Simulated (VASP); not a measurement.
# Y (P6_3/mmc) in VASP: single point with PBEsol

Aim: the single point of Y with PBEsol.

Everything below comes from runs of VASP 6.6.1. Logs are shortened: lines on timing, memory, paths and dates and some standing lists are left out, and cuts for length are marked.

## (1) The cell of the first run

Symmetry: P6_3/mmc, No. 194, hexagonal system. The conventional cell has a = 3.538 Å, b = 3.538 Å, c = 11.394 Å, α = 90.00°, β = 90.00°, γ = 120.00°. Within 4.6 Å of Y (site symmetry -3m) lie 12 Y at 3.51 to 3.54 Å. Within 4.6 Å of Y (site symmetry -6m2) lie 12 Y at 3.51 to 3.54 Å.

## (2) Single point, PBEsol

Contents of INCAR:

```
PREC = Accurate
ENCUT = 520
EDIFF = 1E-6
ISMEAR = 0
SIGMA = 0.1
LREAL = False
LASPH = True
NELM = 100
ALGO = Fast
ISIF = 2
LWAVE = False
LCHARG = False
GGA = PS
NBANDS = 30
```

Contents of KPOINTS:

```
regular mesh
0
Gamma
  12 12 4
```

Contents of POSCAR:

```
Y
1.0
    3.5381393184      0.0000000000      0.0000000000
   -1.7690696592      3.0641185319      0.0000000000
    0.0000000000      0.0000000000     11.3936631002
Y
4
Direct
    0.0000000000      0.0000000000      0.0000000000
    0.3333333333      0.6666666667      0.2500000000
    0.0000000000      0.0000000000      0.5000000000
    0.6666666667      0.3333333333      0.7500000000
```

Potentials or basis: VASP PAW PBE potentials, release 64 (Y_sv).

On the command line:

```
$ cat potpaw_PBE.64/Y_sv/POTCAR > POTCAR
$ mpirun -np 1 vasp_std > vasp.out
```

OUTCAR:

```text
PREC = Accurate
   ENCUT = 520
   EDIFF = 1E-6
   ISMEAR = 0
   LREAL = False
   LASPH = True
   NELM = 100
   ISIF = 2
   GGA = PS

 ion  position               nearest neighbor table
   1  0.000  0.000  0.000-   2 3.51   4 3.51   4 3.51   2 3.51   4 3.51   2 3.51
   2  0.333  0.667  0.250-   1 3.51   3 3.51   1 3.51   3 3.51   1 3.51   3 3.51
   3  0.000  0.000  0.500-   2 3.51   4 3.51   4 3.51   2 3.51   4 3.51   2 3.51
   4  0.667  0.333  0.750-   1 3.51   3 3.51   1 3.51   3 3.51   1 3.51   3 3.51

  LATTYP: Found a hexagonal cell.
 ALAT       =     3.5381393184
 C/A-ratio  =     3.2202415097

  Lattice vectors:

 A1 = (   3.5381393184,   0.0000000000,   0.0000000000)
 A2 = (  -1.7690696592,   3.0641185319,   0.0000000000)
 A3 = (   0.0000000000,   0.0000000000,  11.3936631002)

Analysis of symmetry for initial positions (statically):
=====================================================================
 Subroutine PRICEL returns:
 Original cell was already a primitive cell.

 Routine SETGRP: Setting up the symmetry group for a
 hexagonal supercell.

 Subroutine GETGRP returns: Found 24 space group operations
 (whereof 12 operations were pure point group operations)
 out of a pool of 24 trial point group operations.

The static configuration has the point symmetry D_3d.
 The point group associated with its full space group is D_6h.

Analysis of symmetry for dynamics (positions and initial velocities):
=====================================================================
 Subroutine PRICEL returns:
 Original cell was already a primitive cell.

 Routine SETGRP: Setting up the symmetry group for a
 hexagonal supercell.

 Subroutine GETGRP returns: Found 24 space group operations
 (whereof 12 operations were pure point group operations)
 out of a pool of 24 trial point group operations.

The dynamic configuration has the point symmetry D_3d.
 The point group associated with its full space group is D_6h.

 Subroutine INISYM returns: Found 24 space group operations
 (whereof 12 operations are pure point group operations),
 and found     1 'primitive' translations

----------------------------------------------------------------------------------------

                                     Primitive cell

  volume of cell :     123.5219

  direct lattice vectors                    reciprocal lattice vectors
     3.538139318  0.000000000  0.000000000     0.282634433  0.163179066  0.000000000
    -1.769069659  3.064118532  0.000000000     0.000000000  0.326358132  0.000000000
     0.000000000  0.000000000 11.393663100     0.000000000  0.000000000  0.087768086

  length of vectors
     3.538139318  3.538139318 11.393663100     0.326358132  0.326358132  0.087768086

  position of ions in fractional coordinates (direct lattice)
     0.000000000  0.000000000  0.000000000
     0.333333333  0.666666667  0.250000000
     0.000000000  0.000000000  0.500000000
     0.666666667  0.333333333  0.750000000

  ion indices of the primitive-cell ions
   primitive index   ion index
                 1           1
                 2           2
                 3           3
                 4           4

----------------------------------------------------------------------------------------

 KPOINTS: regular mesh

Automatic generation of k-mesh.
 Grid dimensions read from file:
 generate k-points for:   12   12    4

 Generating k-lattice:

  Cartesian coordinates                     Fractional coordinates (reciprocal lattice)
     0.023552869  0.013598255  0.000000000     0.083333333  0.000000000  0.000000000
     0.000000000  0.027196511  0.000000000     0.000000000  0.083333333  0.000000000
     0.000000000  0.000000000  0.021942021     0.000000000  0.000000000  0.250000000

  Length of vectors
     0.027196511  0.027196511  0.021942021

  Shift w.r.t. Gamma in fractional coordinates (k-lattice)
     0.000000000  0.000000000  0.000000000

 Subroutine IBZKPT returns following result:
 ===========================================

 Found     57 irreducible k-points:

 Following reciprocal coordinates:
            Coordinates               Weight
  0.000000  0.000000  0.000000      1.000000
  0.083333 -0.000000  0.000000      6.000000
  0.166667 -0.000000  0.000000      6.000000
  0.250000  0.000000  0.000000      6.000000
  0.333333  0.000000  0.000000      6.000000
  0.416667 -0.000000  0.000000      6.000000
[... 16 lines left out ...]
  0.250000  0.000000  0.250000     12.000000
  0.333333  0.000000  0.250000     12.000000
 [... further k-points ...]
   k-points           NKPTS =     57   k-points in BZ     NKDIM =     57   number of bands    NBANDS=     30
   number of dos      NEDOS =    301   number of ions     NIONS =      4
   total plane-waves  NPLWV =  70560
   dimension x,y,z NGX =    28 NGY =   28 NGZ =   90
   dimension x,y,z NGXF=    56 NGYF=   56 NGZF=  180
   ions per type =               4
   NGX,Y,Z   is equivalent  to a cutoff of  13.16, 13.16, 13.13 a.u.
   NGXF,Y,Z  is equivalent  to a cutoff of  26.31, 26.31, 26.26 a.u.
 SYSTEM =  unknown system
   PREC   = accura    normal or accurate (medium, high low for compatibility)
   ISTART =      0    job   : 0-new  1-cont  2-samecut
   ICHARG =      2    charge: 1-file 2-atom 10-const
   ISPIN  =      1    spin polarized calculation?
   LNONCOLLINEAR =      F non collinear calculations
   LSORBIT =      F    spin-orbit coupling
   LASPH  =      T    aspherical Exc in radial PAW
   ENCUT  =  520.0 eV  38.22 Ry    6.18 a.u.   6.58  6.58 21.18*2*pi/ulx,y,z
   NELM   =    100;   NELMIN=  2; NELMDL= -5     # of ELM steps
   EDIFF  = 0.1E-05   stopping-criterion for ELM
   LREAL  =      F    real-space projection
   EDIFFG = 0.1E-04   stopping-criterion for IOM
   NSW    =      0    number of steps for IOM
   IBRION =     -1    ionic relax: 0-MD 1-quasi-New 2-CG
   NFREE  =      0    steps in history (QN), initial steepest desc. (CG)
   ISIF   =      2    stress and relaxation
   ISYM   =      2    0-nonsym 1-usesym 2-fastsym
   POTIM  = 0.5000    time-step for ionic-motion
   TEBEG  =    0.0;   TEEND  =   0.0 temperature during run
   PSTRESS=    0.0 pullay stress
   NELECT =      44.0000    total number of electrons
   NUPDOWN=      -1.0000    fix difference up-down
   EMIN   =  10.00;   EMAX   =-10.00  energy-range for DOS
   EFERMI =   0.00;   METHOD = LEGACY
   ISMEAR =     0;   SIGMA  =   0.10  broadening in eV -4-tet -1-fermi 0-gaus
   EFERMI_NEDOS =   21; number of points for ismear=-14 and -15
   IALGO  =     68    algorithm
   IMIX   =      4    mixing-type and parameters
     AMIX     =   0.40;   BMIX     =  1.00
     AMIX_MAG =   1.60;   BMIX_MAG =  1.00
  volume/ion in A,a.u.               =      30.88       208.39
  Fermi-wavevector in a.u.,A,eV,Ry     =   1.160498  2.193023 18.323726  1.346756
  Thomas-Fermi vector in A             =   2.297080
   LORBIT       =      0    0 simple, 1 ext, 2 COOP (PROOUT), +10 PAW based schemes
   GGA     = PS    functional components
   LHFCALC =     F    Hartree Fock is set to
   AEXX    =    0.0000 exact exchange contribution
   IVDW    =     0    specifies the selected vdW correction
   LEPSILON=     F    determine dielectric tensor
   LRPA    =     F    only Hartree local field effects (RPA)
 non-spin polarized calculation
 RMM-DIIS sequential band-by-band and
 Gauss-broadening in eV      SIGMA  =   0.10
  energy-cutoff  :      520.00
  volume of cell :      123.52
 maximum number of plane-waves:      3378
 NGX is ok and might be reduce to    28
   NGX = 13   NGY = 13   NGZ = 43

 number of electron      44.0000002 magnetization

 Free energy of the ion-electron system (eV)
  ---------------------------------------------------
  ext. energy  EPLUGINS =         0.00000000
  ---------------------------------------------------
  free energy    TOTEN  =       -27.28694148 eV

  energy without entropy =      -27.25559125  energy(sigma->0) =      -27.27126636

 E-fermi :   3.2174     XC(G=0):  -9.7759

 val. band max:        3.2117889317   @ k =   0.5000   0.0000   0.2500
 cond. band min:       3.2432260692   @ k =   0.4167  -0.0000   0.2500
 fundamental gap:      0.0314371375
 Fermi energy:         3.2173962415

 k-point     1 :       0.0000    0.0000    0.0000
  band No.  band energies     occupation
      1     -39.2388      2.00000
      2     -39.1993      2.00000
      3     -39.1906      2.00000
      4     -39.1507      2.00000
      5     -19.6037      2.00000
      6     -19.2755      2.00000
[... 22 lines left out ...]
     29       5.3230      0.00000
     30       5.3992      0.00000

 k-point     2 :       0.0833   -0.0000    0.0000
  band No.  band energies     occupation
      1     -39.2340      2.00000
      2     -39.1959      2.00000
      3     -39.1872      2.00000
      4     -39.1486      2.00000
      5     -19.5885      2.00000
      6     -19.2803      2.00000
[... 22 lines left out ...]
     29       5.4072      0.00000
     30       5.4800      0.00000

 k-point     3 :       0.1667   -0.0000    0.0000
  band No.  band energies     occupation
      1     -39.2207      2.00000
      2     -39.1864      2.00000
      3     -39.1777      2.00000
      4     -39.1430      2.00000
      5     -19.5454      2.00000
      6     -19.3038      2.00000
[... 22 lines left out ...]
     29       5.3648      0.00000
     30       5.8014      0.00000

 k-point     4 :       0.2500    0.0000    0.0000
  band No.  band energies     occupation
      1     -39.2019      2.00000
      2     -39.1734      2.00000
      3     -39.1647      2.00000
      4     -39.1360      2.00000
      5     -19.4841      2.00000
      6     -19.3625      2.00000
[... 616 lines left out ...]
     29       5.4266      0.00000
     30       5.4403      0.00000

 k-point    23 :       0.2500    0.0000    0.2500
  band No.  band energies     occupation
      1     -39.1994      2.00000
      2     -39.1823      2.00000
      3     -39.1558      2.00000
      4     -39.1385      2.00000
      5     -19.4758      2.00000
      6     -19.4105      2.00000
[... 22 lines left out ...]
     29       5.3564      0.00000
     30       5.6841      0.00000

 k-point    24 :       0.3333    0.0000    0.2500
  band No.  band energies     occupation
      1     -39.1797      2.00000
      2     -39.1666      2.00000
      3     -39.1454      2.00000
      4     -39.1323      2.00000
      5     -19.4832      2.00000
      6     -19.4361      2.00000
[... 22 lines left out ...]
     29       5.1385      0.00000
     30       5.6937      0.00000

 [... further k-points ...]

------------------------ aborting loop because EDIFF is reached ----------------------------------------

  FORCE on cell =-STRESS in cart. coord.  units (eV):
  Direction    XX          YY          ZZ          XY          YZ          ZX
  --------------------------------------------------------------------------------------
  -------------------------------------------------------------------------------------
  Total       -0.1377032     -0.1377032     -0.1164396      0.0000000      0.0000000      0.0000000
  in kB       -1.7861209     -1.7861209     -1.5103144      0.0000000      0.0000000      0.0000000
  external PRESSURE =      -1.6941854 kB  Pullay stress =       0.0000000 kB

 VOLUME and BASIS-vectors are now :
 -----------------------------------------------------------------------------
  energy-cutoff  :      520.00
  volume of cell :      123.52
      direct lattice vectors                 reciprocal lattice vectors
     3.538139318  0.000000000  0.000000000     0.282634433  0.163179066  0.000000000
    -1.769069659  3.064118532  0.000000000     0.000000000  0.326358132  0.000000000
     0.000000000  0.000000000 11.393663100     0.000000000  0.000000000  0.087768086

 POSITION                                       TOTAL-FORCE (eV/Angst)
 -----------------------------------------------------------------------------------
      0.00000      0.00000      0.00000         0.000000      0.000000     -0.000000
     -0.00000      2.04275      2.84842         0.000000     -0.000000      0.000000
      0.00000      0.00000      5.69683         0.000000      0.000000     -0.000000
      1.76907      1.02137      8.54525        -0.000000      0.000000      0.000000
 -----------------------------------------------------------------------------------
    total drift:                                0.000000     -0.000000      0.000000

  FREE ENERGIE OF THE ION-ELECTRON SYSTEM (eV)
  ---------------------------------------------------
  free  energy   TOTEN  =       -27.2869414755 eV

  energy  without entropy=      -27.2555912482  energy(sigma->0) =      -27.27126636
```

It took 3.1 min on 1 thread of Intel Xeon 6975P-C (Granite Rapids), shared host; peak memory 0.35 GiB.

Results:

```
Free energy            : -27.2869 eV
Pressure               : -0.2 GPa
Band gap on the k mesh : zero (bands 22 and 23 overlap by 1.26 eV)
```

Levels at points of the mesh, in eV from the Fermi level:
| k point | band 20 | band 21 | band 22 | band 23 | band 24 | band 25 |
| --- | --- | --- | --- | --- | --- | --- |
| (0.00, 0.00, 0.00) | -2.02 | 0.79 | 0.85 | 0.90 | 1.65 | 1.65 |
| (0.50, 0.00, 0.00) | -1.24 | -0.56 | -0.50 | -0.31 | 0.49 | 0.78 |
| (0.00, 0.00, 0.50) | -2.34 | 0.64 | 0.64 | 1.52 | 1.52 | 1.78 |
| (0.50, 0.00, 0.50) | -1.58 | -0.72 | -0.72 | 0.35 | 0.35 | 1.35 |

Caveat: the PAW data sets were made with another functional, which shifts forces and pressure a little.
